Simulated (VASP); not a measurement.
Write the native input for VASP 6.6.1 that does the following.

```
Task                   : single point
Functional             : PBE
Potentials or basis    : VASP PAW PBE potentials, release 64 (As, Cu, Ga_d)
Cutoff                 : 600 eV
k mesh                 : 10 × 10 × 5
Occupations            : gaussian, width 0.2322 eV
Spin                   : no spin polarisation
Dipole correction      : no
Further INCAR settings : ALGO = Normal; EDIFF = 1e-06; NBANDS = 38
```

The structure of GaCuAs lies in POSCAR:

```
GaCuAs
1.0
    4.0532349520     -0.0000002881      0.0000000000
   -2.0266172265      3.5102045800      0.0000000000
    0.0000000000      0.0000000000      7.1799844881
As Cu Ga
2 2 2
Direct
    0.3333333333      0.6666666667      0.2500000000
    0.6666666667      0.3333333333      0.7500000000
    0.3333333333      0.6666666667      0.7500000000
    0.6666666667      0.3333333333      0.2500000000
    0.0000000000      0.0000000000      0.0000000000
    0.0000000000      0.0000000000      0.5000000000
```

The input as run:

INCAR

```
SYSTEM = GaCuAs
  ALGO = Normal
  EDIFF = 1E-6
  ENCUT = 600
  GGA = PE
  GGA_COMPAT = .FALSE.
  ISIF = 2
  ISMEAR = 0
  LASPH = .TRUE.
  LCHARG = .FALSE.
  LREAL = .FALSE.
  LWAVE = .FALSE.
  NBANDS = 38
  NELM = 120
  PREC = Accurate
  SIGMA = 0.2322
```

KPOINTS

```
k-points
0
G
  10 10 5
  0 0 0
```

Potentials or basis: VASP PAW PBE potentials, release 64 (As, Cu, Ga_d).

Launch:

```console
$ cat potpaw_PBE.64/As/POTCAR potpaw_PBE.64/Cu/POTCAR potpaw_PBE.64/Ga_d/POTCAR > POTCAR
$ mpirun -np 1 vasp_std > vasp.out
```

Results of the run:

The pressure is 5.2 GPa. The band gap on the k mesh is zero (bands 29 and 30 overlap by 1.46 eV).

Caveat: the cell stands under pressure.

Run time: 4.8 min on 1 thread of AMD EPYC 7R43 64-Core Processor (Zen 3) (shared host), peak memory 0.31 GiB.
